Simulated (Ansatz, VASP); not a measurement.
One calculation of Sn3Se, two programs

```
CELL_PARAMETERS angstrom
0.00000 3.65819 3.65819
3.65819 0.00000 3.65819
3.65819 3.65819 0.00000
ATOMIC_POSITIONS crystal
Sn 0.25000 0.25000 0.25000
Sn 0.75000 0.75000 0.75000
Sn 0.49545 0.49545 0.50455
Se 0.00000 0.00000 0.00000
```

Alike in both runs: task single point; functional PBEsol; k mesh 12 × 12 × 12; occupations gaussian, width 0.15 eV; no spin polarisation.

```csv
,VASP,Ansatz
version,VASP 6.6.1,Ansatz 0.2.0
potentials or method,"VASP PAW PBE potentials, release 64 (Sn_d, Se), cutoff 520 eV","scalar-relativistic, plane waves, PAW"
valence electrons in the cell,48,58
```

|  | VASP | Ansatz | Ansatz less VASP |
| --- | --- | --- | --- |
| gap on the k mesh at the Fermi level (eV) | none | none | - |
| pressure (GPa) | 0.1 | 0.1 | -0.03 |
| rms of the force components (eV/Å) | 0.034 | 0.034 | -0.0001 |

VASP's potentials were made for PBE, not for PBEsol. Atom by atom the forces differ by 0.000 eV/Å (rms over components). A gap of «none» marks a metal or a gap that the smearing closes. With one functional, cell and mesh, what is left measures potentials, basis and numerics. VASP's potentials hold 48 valence electrons a cell and Ansatz's 58, so a difference there can come from the potentials and not from the codes.
